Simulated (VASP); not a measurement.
## LiF: single point with PBE

Crystal: LiF.

```
Li F
1.0
     0.00000    2.01400    2.11470
     2.01400    0.00000    2.11470
     2.01400    2.01400    0.00000
Li F
1 1
Direct
  0.00000 0.00000 0.00000
  0.50000 0.50000 0.50000
```

This cell differs from its parent crystal: strain +0.000 along x and y, +0.050 along z.

* Program: VASP 6.6.1
* Task: single point
* Functional: PBE
* Potentials or basis: VASP PAW PBE potentials, release 64 (Li_sv, F)
* Cutoff: 520 eV
* k mesh: 10 × 10 × 10
* Occupations: gaussian, width 0.05 eV
* Spin: no spin polarisation
* Dipole correction: no
* Further INCAR settings: ALGO = Normal; EDIFF = 1e-06; NBANDS = 12

| Item | Value |
| --- | --- |
| Band gap on the k mesh | 8.60 eV, direct |

Levels at points of the mesh, in eV from the valence-band top:
```csv
k point,band 3,band 4,band 5,band 6,band 7,band 8
"(0.00, 0.00, 0.00)",-0.10,-0.10,0.00,8.60,22.59,23.55
"(0.50, 0.00, 0.00)",-2.43,-0.32,-0.23,10.46,16.10,18.06
"(0.50, 0.50, 0.00)",-2.88,-0.90,-0.90,13.75,16.62,16.76
"(0.50, 0.00, 0.50)",-2.85,-1.18,-0.89,14.60,16.00,16.86
```

Wall time 6.8 s on 1 thread of Intel(R) Xeon(R) 6975P-C (Granite Rapids), with other jobs on the host, peak memory 0.14 GiB.

Caveat: the cell differs from its parent crystal (strain +0.000 along x and y, +0.050 along z). A k mesh can miss the band edges.
